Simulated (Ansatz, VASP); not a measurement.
# Two plane-wave programs on InSe

The input INCAR:

```
PREC = Accurate
ENCUT = 520
EDIFF = 1E-7
ISMEAR = 0
SIGMA = 0.03
LREAL = False
LASPH = True
NELM = 80
ALGO = Normal
ISIF = 2
LWAVE = False
LCHARG = False
GGA = PS
NBANDS = 27
```

KPOINTS

```
Automatic mesh
0
Gamma
  12 12 12
```

The input POSCAR:

```
InSe
1.0
    1.8325203337      1.0580061080      9.9063052067
   -1.8325203337      1.0580061080      9.9063052067
    0.0000000000     -2.1160122160      9.9063052067
In Se
2 2
Direct
    0.0000000000      0.0000000000      0.0000000000
    0.1122000000      0.1122000000      0.1122000000
    0.6155000000      0.6155000000      0.6155000000
    0.8300000000      0.8300000000      0.8300000000
```

Input for Ansatz:

```yaml
crystal:
  lattice:
    - [1.8325203337, 1.058006108, 9.9063052067]
    - [-1.8325203337, 1.058006108, 9.9063052067]
    - [0.0, -2.116012216, 9.9063052067]
  atoms:
    - { symbol: In, position: [0.0, 0.0, 0.0] }
    - { symbol: In, position: [0.1122, 0.1122, 0.1122] }
    - { symbol: Se, position: [0.6155, 0.6155, 0.6155] }
    - { symbol: Se, position: [0.83, 0.83, 0.83] }
basis:
  ecutwfc: 420
kpoints:
  mp_grid: { grid: [12, 12, 12] }
hamiltonian:
  xc: pbesol
scf:
  occupations: { method: gaussian, width: 0.03 }
output:
  forces: true
  stress: true
  eigenvalues: true
```

Alike in both runs: task single point; functional PBEsol; k mesh 12 × 12 × 12; occupations gaussian, width 0.03 eV; no spin polarisation.

|  | VASP | Ansatz |
| --- | --- | --- |
| version | VASP 6.6.1 | Ansatz 0.2.0 |
| potentials or method | VASP PAW PBE potentials, release 64 (In_d, Se), cutoff 520 eV | scalar-relativistic, plane waves, PAW |
| valence electrons in the cell | 38 | 58 |

Ansatz gave:

```
gap on the k mesh at the Fermi level (eV)                     : 0.27
least direct gap on the mesh (eV)                             : 0.27
pressure (GPa)                                                : 2.3
traceless stress, the component that is largest in VASP (GPa) : -10.29
rms of the force components (eV/Å)                            : 0.366
```

Which values does VASP return?

gap on the k mesh at the Fermi level (eV): 0.26; least direct gap on the mesh (eV): 0.26; pressure (GPa): 2.4; traceless stress, the component that is largest in VASP (GPa): -10.30; rms of the force components (eV/Å): 0.369.

VASP's potentials were made for PBE, not for PBEsol. Atom by atom the forces differ by 0.011 eV/Å (rms over components). VASP's potentials hold 38 valence electrons a cell and Ansatz's 58, so a difference there can come from the potentials and not from the codes.
